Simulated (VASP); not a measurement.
# Al2O3 (R-3c) in VASP: a series of runs, part 2 of 3

VASP 6.6.1. The steps go on from the part before.

### Step 3. Single point, r2SCAN (strain -0.025 along x and y, +0.000 along z)

File POSCAR:

```
Al2O3
1.0
    2.3200821653      1.3395000627      4.3316358130
   -2.3200821653      1.3395000627      4.3316358130
    0.0000000000     -2.6790001254      4.3316358130
Al O
4 6
Direct
    0.8519165699      0.8519165699      0.8519165699
    0.6480834301      0.6480834301      0.6480834301
    0.1480834301      0.1480834301      0.1480834301
    0.3519165699      0.3519165699      0.3519165699
    0.0563854984      0.4436145016      0.7500000000
    0.7500000000      0.0563854984      0.4436145016
    0.4436145016      0.7500000000      0.0563854984
    0.9436145016      0.5563854984      0.2500000000
    0.2500000000      0.9436145016      0.5563854984
    0.5563854984      0.2500000000      0.9436145016
```

File INCAR.step1:

```
PREC = Accurate ; ENCUT = 520
ISMEAR = 0 ; SIGMA = 0.05
LREAL = F ; LASPH = T
NELM = 80 ; NBANDS = 35
GGA = PE ; ALGO = Normal
EDIFF = 1E-4 ; LWAVE = T
LCHARG = F
```

File INCAR.step2:

```
PREC = Accurate ; ENCUT = 520
EDIFF = 1E-6 ; ISMEAR = 0
SIGMA = 0.05 ; LREAL = F
LASPH = T ; NELM = 80
ALGO = Normal ; ISIF = 2
LWAVE = F ; LCHARG = F
METAGGA = R2SCAN ; LMIXTAU = T
NBANDS = 35 ; ISTART = 1
```

File KPOINTS:

```
regular mesh
0
Gamma
  6 6 6
```

Potentials or basis: VASP PAW PBE potentials, release 64 (Al, O).

Command:

```console
> cat potpaw_PBE.64/Al/POTCAR potpaw_PBE.64/O/POTCAR > POTCAR
> cp INCAR.step1 INCAR
> mpirun -np 1 vasp_std > vasp.out
> cp INCAR.step2 INCAR
> mpirun -np 1 vasp_std > vasp.out
```

OUTCAR:

```text
PREC = Accurate
   ENCUT = 520
   EDIFF = 1E-6
   ISMEAR = 0
   LREAL = F
   LASPH = T
   NELM = 80
   ISIF = 2
   METAGGA = R2SCAN
   ISTART = 1

 ion  position               nearest neighbor table
   1  0.852  0.852  0.852-  10 1.82   8 1.82   9 1.82   5 1.94   7 1.94   6 1.94   2 2.65   3 2.72
                             3 2.72   3 2.72   2 3.16   2 3.16   2 3.16
   2  0.648  0.648  0.648-   9 1.82   8 1.82  10 1.82   5 1.94   6 1.94   7 1.94   1 2.65   4 2.72
                             4 2.72   4 2.72   1 3.16   1 3.16   1 3.16
   3  0.148  0.148  0.148-   7 1.82   5 1.82   6 1.82   8 1.94  10 1.94   9 1.94   4 2.65   1 2.72
                             1 2.72   1 2.72   4 3.16   4 3.16   4 3.16
   4  0.352  0.352  0.352-   6 1.82   5 1.82   7 1.82   8 1.94   9 1.94  10 1.94   3 2.65   2 2.72
                             2 2.72   2 2.72   3 3.16   3 3.16   3 3.16
   5  0.056  0.444  0.750-   3 1.82   4 1.82   1 1.94   2 1.94
   6  0.750  0.056  0.444-   4 1.82   3 1.82   2 1.94   1 1.94
   7  0.444  0.750  0.056-   3 1.82   4 1.82   1 1.94   2 1.94
   8  0.944  0.556  0.250-   1 1.82   2 1.82   3 1.94   4 1.94
   9  0.250  0.944  0.556-   2 1.82   1 1.82   4 1.94   3 1.94
  10  0.556  0.250  0.944-   1 1.82   2 1.82   3 1.94   4 1.94

  LATTYP: Found a trigonal (rhomboedric) cell.
 ALAT       =     5.0931434781
 COS(alpha) =     0.5849839378

  Lattice vectors:

 A1 = (   2.3200821653,   1.3395000627,   4.3316358130)
 A2 = (  -2.3200821653,   1.3395000627,   4.3316358130)
 A3 = (   0.0000000000,  -2.6790001254,   4.3316358130)

Analysis of symmetry for initial positions (statically):
=====================================================================
 Subroutine PRICEL returns:
 Original cell was already a primitive cell.

 Routine SETGRP: Setting up the symmetry group for a
 trigonal (rhombohedral) supercell.

 Subroutine GETGRP returns: Found 12 space group operations
 (whereof  6 operations were pure point group operations)
 out of a pool of 12 trial point group operations.

The static configuration has the point symmetry S_6 .
 The point group associated with its full space group is D_3d.

Analysis of symmetry for dynamics (positions and initial velocities):
[... 159 lines left out ...]
 non-spin polarized calculation
 Gauss-broadening in eV      SIGMA  =   0.05
  energy-cutoff  :      520.00
  volume of cell :       80.77
 maximum number of plane-waves:      2213
 NGX is ok and might be reduce to    40
   NGX = 19   NGY = 19   NGZ = 19

 number of electron      48.0000008 magnetization

 Free energy of the ion-electron system (eV)
  ---------------------------------------------------
  ext. energy  EPLUGINS =         0.00000000
  ---------------------------------------------------
  free energy    TOTEN  =       -96.03395851 eV

  energy without entropy =      -96.03395851  energy(sigma->0) =      -96.03395851

 E-fermi :   6.6308     XC(G=0): -12.4949

 val. band max:        6.3505693067   @ k =   0.0000   0.0000   0.0000
 cond. band min:      14.1716964731   @ k =   0.0000   0.0000   0.0000
 fundamental gap:      7.8211271664
 Fermi energy:         6.6308322100

 k-point     1 :       0.0000    0.0000    0.0000
  band No.  band energies     occupation
      1     -14.2914      2.00000
      2     -11.9150      2.00000
      3     -11.4580      2.00000
      4     -11.4580      2.00000
      5     -11.1503      2.00000
      6     -11.1503      2.00000
[... 901 lines left out ...]
     34      21.1097      0.00000
     35      21.5701      0.00000

 [... further k-points ...]

------------------------ aborting loop because EDIFF is reached ----------------------------------------

  FORCE on cell =-STRESS in cart. coord.  units (eV):
  Direction    XX          YY          ZZ          XY          YZ          ZX
  --------------------------------------------------------------------------------------
  -------------------------------------------------------------------------------------
  Total        9.4520989      9.4520989      2.7889033      0.0000000      0.0000000      0.0000000
  in kB      187.4949390    187.4949390     55.3216014      0.0000000      0.0000000      0.0000000
  external PRESSURE =     143.4371598 kB  Pullay stress =       0.0000000 kB

 VOLUME and BASIS-vectors are now :
 -----------------------------------------------------------------------------
  energy-cutoff  :      520.00
  volume of cell :       80.77
      direct lattice vectors                 reciprocal lattice vectors
     2.320082165  1.339500063  4.331635813     0.215509609  0.124424531  0.076953222
    -2.320082165  1.339500063  4.331635813    -0.215509609  0.124424531  0.076953222
     0.000000000 -2.679000125  4.331635813     0.000000000 -0.248849061  0.076953222

 POSITION                                       TOTAL-FORCE (eV/Angst)
 -----------------------------------------------------------------------------------
      0.00000      0.00000     11.07058         0.000000      0.000000     -0.263884
      0.00000      0.00000      8.42178         0.000000     -0.000000      0.263884
      0.00000      0.00000      1.92433         0.000000     -0.000000      0.263884
      0.00000      0.00000      4.57312         0.000000     -0.000000     -0.263884
     -0.89840     -1.33950      5.41454         0.100012     -0.000000     -0.000000
      1.60924     -0.10829      5.41454        -0.050006      0.086613     -0.000000
     -0.71084      1.44779      5.41454        -0.050006     -0.086613     -0.000000
      0.89840      1.33950      7.58036        -0.100012     -0.000000     -0.000000
     -1.60924      0.10829      7.58036         0.050006     -0.086613     -0.000000
      0.71084     -1.44779      7.58036         0.050006      0.086613     -0.000000
 -----------------------------------------------------------------------------------
    total drift:                               -0.000000      0.000000      0.000000

  FREE ENERGIE OF THE ION-ELECTRON SYSTEM (eV)
  ---------------------------------------------------
  free  energy   TOTEN  =       -96.0339585065 eV

  energy  without entropy=      -96.0339585065  energy(sigma->0) =      -96.03395851
```

OUTCAR.step1:

```text
PREC = Accurate
   ENCUT = 520
   ISMEAR = 0
   LREAL = F
[... 1172 lines left out ...]
     -0.71084      1.44779      5.41454        -0.059936     -0.103812     -0.000000
      0.89840      1.33950      7.58036        -0.119872      0.000000      0.000000
     -1.60924      0.10829      7.58036         0.059936     -0.103812     -0.000000
      0.71084     -1.44779      7.58036         0.059936      0.103812     -0.000000
 -----------------------------------------------------------------------------------
    total drift:                               -0.000000      0.000000      0.000000

  FREE ENERGIE OF THE ION-ELECTRON SYSTEM (eV)
  ---------------------------------------------------
  free  energy   TOTEN  =       -74.3042699363 eV

  energy  without entropy=      -74.3042699363  energy(sigma->0) =      -74.30426994
```

OSZICAR.step1:

```text
N       E                     dE             d eps       ncg     rms          rms(c)
DAV:   1     0.229463357422E+03    0.22946E+03   -0.25680E+04  2240   0.132E+03
DAV:   2    -0.703414895555E+02   -0.29980E+03   -0.29123E+03  2877   0.290E+02
DAV:   3    -0.824849018917E+02   -0.12143E+02   -0.12104E+02  2914   0.596E+01
DAV:   4    -0.825741170017E+02   -0.89215E-01   -0.89170E-01  2744   0.592E+00
DAV:   5    -0.825751591750E+02   -0.10422E-02   -0.10421E-02  2798   0.639E-01    0.181E+01
DAV:   6    -0.742498128020E+02    0.83253E+01   -0.28021E+01  2726   0.286E+01    0.618E+00
DAV:   7    -0.742792475907E+02   -0.29435E-01   -0.99182E-01  2738   0.491E+00    0.334E+00
DAV:   8    -0.743000044345E+02   -0.20757E-01   -0.82230E-02  2629   0.219E+00    0.718E-01
DAV:   9    -0.743037477503E+02   -0.37433E-02   -0.24181E-02  2903   0.850E-01    0.328E-01
DAV:  10    -0.743042963009E+02   -0.54855E-03   -0.67867E-04  2530   0.158E-01    0.659E-02
DAV:  11    -0.743042699363E+02    0.26365E-04   -0.29415E-04  2581   0.985E-02
   1 F= -.74304270E+02 E0= -.74304270E+02  d E =-.385545E-15
```

Run time: 3.2 min. Hardware: 1 thread of Intel Xeon 6975P-C (Granite Rapids), shared host; peak memory 0.28 GiB.

What came out:

```
Free energy            : -96.0340 eV
Pressure               : 14.3 GPa
Largest force          : 0.264 eV/Å
Band gap on the k mesh : 7.82 eV
```

Forces on the atoms (eV/Å):
```
Al   0.000  0.000 -0.264
Al   0.000  0.000  0.264
Al   0.000  0.000  0.264
Al   0.000  0.000 -0.264
O    0.100  0.000  0.000
O   -0.050  0.087  0.000
O   -0.050 -0.087  0.000
O   -0.100  0.000  0.000
O    0.050 -0.087  0.000
O    0.050  0.087  0.000
```

Caveat: the cell differs from its parent crystal (strain -0.025 along x and y, +0.000 along z); the stress differs along the axes, from 6 to 19 GPa; the PAW data sets were made with another functional, which shifts forces and pressure a little. A k mesh can miss the band edges.

### Step 4. Single point, r2SCAN (strain +0.000 along x and y, -0.025 along z)

POSCAR: that of step 3 with these lines changed.

```diff
@@ -2,5 +2,5 @@
 1.0
-    2.3200821653      1.3395000627      4.3316358130
-   -2.3200821653      1.3395000627      4.3316358130
-    0.0000000000     -2.6790001254      4.3316358130
+    2.3795714516      1.3738462181      4.2233449177
+   -2.3795714516      1.3738462181      4.2233449177
+    0.0000000000     -2.7476924363      4.2233449177
 Al O
```

File INCAR.step1:

```
SYSTEM = Al2O3
  PREC = Accurate
  ENCUT = 520
  ISMEAR = 0
  SIGMA = 0.05
  LREAL = .FALSE.
  LASPH = .TRUE.
  NELM = 60
  NBANDS = 35
  GGA = PE
  ALGO = Normal
  EDIFF = 1E-4
  LWAVE = .TRUE.
  LCHARG = .FALSE.
```

File INCAR.step2:

```
SYSTEM = Al2O3
  PREC = Accurate
  ENCUT = 520
  EDIFF = 1E-7
  ISMEAR = 0
  SIGMA = 0.05
  LREAL = .FALSE.
  LASPH = .TRUE.
  NELM = 60
  ALGO = Normal
  ISIF = 2
  LWAVE = .FALSE.
  LCHARG = .TRUE.
  METAGGA = R2SCAN
  LMIXTAU = .TRUE.
  LELF = .TRUE.
  LVHAR = .TRUE.
  NBANDS = 35
  ISTART = 1
```

File KPOINTS:

```
regular mesh
0
G
  6 6 6
  0 0 0
```

Command:

```console
> cat potpaw_PBE.64/Al/POTCAR potpaw_PBE.64/O/POTCAR > POTCAR
> cp INCAR.step1 INCAR
> mpirun -np 1 vasp_std > vasp.out
> cp INCAR.step2 INCAR
> mpirun -np 1 vasp_std > vasp.out
```

Wall time 3.5 min (1 thread of Intel Xeon 6975P-C (Granite Rapids), shared host); peak memory 0.28 GiB.

It converged, with:

| Item | Value |
| --- | --- |
| Free energy | -96.1835 eV |
| Pressure | 6.0 GPa |
| Largest force | 0.182 eV/Å |
| Band gap on the k mesh | 7.26 eV |

Forces in eV/Å, atoms in the order of the input:
```
Al   0.000  0.000  0.182
Al   0.000  0.000 -0.182
Al   0.000  0.000 -0.182
Al   0.000  0.000  0.182
O   -0.038  0.000  0.000
O    0.019 -0.033  0.000
O    0.019  0.033  0.000
O    0.038  0.000  0.000
O   -0.019  0.033  0.000
O   -0.019 -0.033  0.000
```

Stress tensor (GPa, compression positive):
```
 2.42  0.00  0.00
 0.00  2.42  0.00
 0.00  0.00 13.29
```

Levels at points of the mesh, in eV from the valence-band top:
```tsv
k point	band 20	band 21	band 22	band 23	band 24	band 25	band 26	band 27	band 28	band 29
(0.00, 0.00, 0.00)	-0.72	-0.72	-0.30	-0.30	0.00	7.26	9.93	12.21	12.46	12.96
(0.50, 0.00, 0.00)	-1.50	-1.11	-1.11	-0.42	-0.42	10.40	10.40	10.96	10.96	12.64
(0.50, 0.50, 0.00)	-1.47	-1.27	-1.16	-0.89	-0.40	10.30	10.87	11.05	11.50	12.21
(0.50, 0.50, 0.50)	-2.23	-0.67	-0.67	-0.67	-0.67	9.61	9.61	12.25	12.25	13.72
```

Caveat: the cell differs from its parent crystal (strain +0.000 along x and y, -0.025 along z); the stress differs along the axes, from 2 to 13 GPa; the PAW data sets were made with another functional, which shifts forces and pressure a little. A k mesh can miss the band edges.

### Step 5. Single point, r2SCAN (strain -0.025 along x and y, +0.025 along z)

POSCAR: that of step 4 with these lines changed.

```diff
@@ -2,5 +2,5 @@
 1.0
-    2.3795714516      1.3738462181      4.2233449177
-   -2.3795714516      1.3738462181      4.2233449177
-    0.0000000000     -2.7476924363      4.2233449177
+    2.3200821653      1.3395000627      4.4399267083
+   -2.3200821653      1.3395000627      4.4399267083
+    0.0000000000     -2.6790001254      4.4399267083
 Al O
```

File INCAR.step1:

```
SYSTEM = Al2O3
PREC = Accurate
ENCUT = 520
ISMEAR = 0
SIGMA = 0.05
LREAL = .FALSE.
LASPH = .TRUE.
NELM = 60
NBANDS = 35
GGA = PE
ALGO = Normal
EDIFF = 1E-4
LWAVE = .TRUE.
LCHARG = .FALSE.
```

File INCAR.step2:

```
SYSTEM = Al2O3
PREC = Accurate
ENCUT = 520
EDIFF = 1E-6
ISMEAR = 0
SIGMA = 0.05
LREAL = .FALSE.
LASPH = .TRUE.
NELM = 60
ALGO = Normal
ISIF = 2
LWAVE = .FALSE.
LCHARG = .FALSE.
METAGGA = R2SCAN
LMIXTAU = .TRUE.
NBANDS = 35
ISTART = 1
```

File KPOINTS:

```
Automatic mesh
0
G
  6 6 6
  0 0 0
```

Command:

```console
> cat potpaw_PBE.64/Al/POTCAR potpaw_PBE.64/O/POTCAR > POTCAR
> cp INCAR.step1 INCAR
> mpirun -np 1 vasp_std > vasp.out
> cp INCAR.step2 INCAR
> mpirun -np 1 vasp_std > vasp.out
```

Run time: 2.9 min. Hardware: 1 thread of Intel Xeon 6975P-C (Granite Rapids), shared host; peak memory 0.28 GiB.

The run converged. Its results:

```
Free energy            : -96.0172 eV
Pressure               : 7.4 GPa
Largest force          : 0.384 eV/Å
Band gap on the k mesh : 7.37 eV
```

Forces in eV/Å, atoms in the order of the input:
```
Al   0.000  0.000 -0.384
Al   0.000  0.000  0.384
Al   0.000  0.000  0.384
Al   0.000  0.000 -0.384
O    0.133  0.000  0.000
O   -0.067  0.115  0.000
O   -0.067 -0.115  0.000
O   -0.133  0.000  0.000
O    0.067 -0.115  0.000
O    0.067  0.115  0.000
```

Stress tensor (GPa, compression positive):
```
15.34  0.00  0.00
 0.00 15.34  0.00
 0.00  0.00 -8.53
```

Levels at points of the mesh, in eV from the valence-band top:
| k point | band 21 | band 22 | band 23 | band 24 | band 25 | band 26 | band 27 | band 28 |
| --- | --- | --- | --- | --- | --- | --- | --- | --- |
| (0.00, 0.00, 0.00) | -0.56 | -0.46 | 0.00 | 0.00 | 7.37 | 10.68 | 11.99 | 12.08 |
| (0.50, 0.00, 0.00) | -1.09 | -1.09 | -0.49 | -0.49 | 10.52 | 10.52 | 10.68 | 10.68 |
| (0.50, 0.50, 0.00) | -1.15 | -1.10 | -0.96 | -0.46 | 10.69 | 11.06 | 11.15 | 11.61 |
| (0.50, 0.50, 0.50) | -0.34 | -0.34 | -0.34 | -0.34 | 10.04 | 10.04 | 12.17 | 12.17 |

Caveat: the cell differs from its parent crystal (strain -0.025 along x and y, +0.025 along z); the stress differs along the axes, from -9 to 15 GPa; the PAW data sets were made with another functional, which shifts forces and pressure a little.

[end of part 2 of 3]
